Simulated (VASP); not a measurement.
Wanted: the native input for a VASP 6.6.1 run.

```yaml
Task: single point
Functional: r2SCAN
Potentials_or_basis: VASP PAW PBE potentials, release 64 (Ca_sv, O)
Cutoff: 520 eV
k_mesh: 8 × 8 × 8
Occupations: gaussian, width 0.01 eV
Spin: no spin polarisation
Dipole_correction: no
Further_INCAR_settings: ALGO = Normal; EDIFF = 1e-06; NBANDS = 15
```

Crystal: CaO.

```xyz
2
Lattice="0.0751 2.6067 2.6067 2.6067 0.0751 2.6067 2.6818 2.6818 0.0000" Properties=species:S:1:pos:R:3 pbc="T T T"
Ca    0.0000    0.0000    0.0265
O     1.3409    1.3409    1.2768
```

This cell differs from its parent crystal: shear xy strain +5.8%.

One way to write it, as run:

POSCAR

```
CaO
1.0
    0.0750738742      2.6067317416      2.6067317416
    2.6067317416      0.0750738742      2.6067317416
    2.6818056158      2.6818056158      0.0000000000
Ca O
1 1
Direct
    0.0050907282      0.0050907282     -0.0050907282
    0.2449092718      0.2449092718      0.2550907282
```

INCAR.step1

```
PREC = Accurate
ENCUT = 520
ISMEAR = 0
SIGMA = 0.01
LREAL = F
LASPH = T
NELM = 100
NBANDS = 15
GGA = PE
ALGO = Normal
EDIFF = 1E-4
LWAVE = T
LCHARG = F
```

INCAR.step2

```
PREC = Accurate
ENCUT = 520
EDIFF = 1E-6
ISMEAR = 0
SIGMA = 0.01
LREAL = F
LASPH = T
NELM = 100
ALGO = Normal
ISIF = 2
LWAVE = F
LCHARG = F
METAGGA = R2SCAN
LMIXTAU = T
NBANDS = 15
ISTART = 1
```

KPOINTS

```
regular mesh
0
Gamma
  8 8 8
```

Potentials or basis: VASP PAW PBE potentials, release 64 (Ca_sv, O).

Command:

```sh
$ cat potpaw_PBE.64/Ca_sv/POTCAR potpaw_PBE.64/O/POTCAR > POTCAR
$ cp INCAR.step1 INCAR
$ mpirun -np 1 vasp_std > vasp.out
$ cp INCAR.step2 INCAR
$ mpirun -np 1 vasp_std > vasp.out
```

It gave:

The pressure is 0.8 GPa, the largest force is 0.018 eV/Å and the band gap on the k mesh is 3.66 eV, indirect (least direct gap 4.24 eV).

Caveat: the cell differs from its parent crystal (shear xy strain +5.8%); the PAW data sets were made with another functional, which shifts forces and pressure a little.

Run time: 2.1 min on 1 thread of Intel(R) Xeon(R) Platinum 8488C (Sapphire Rapids), on a shared host, peak memory 0.2 GiB.
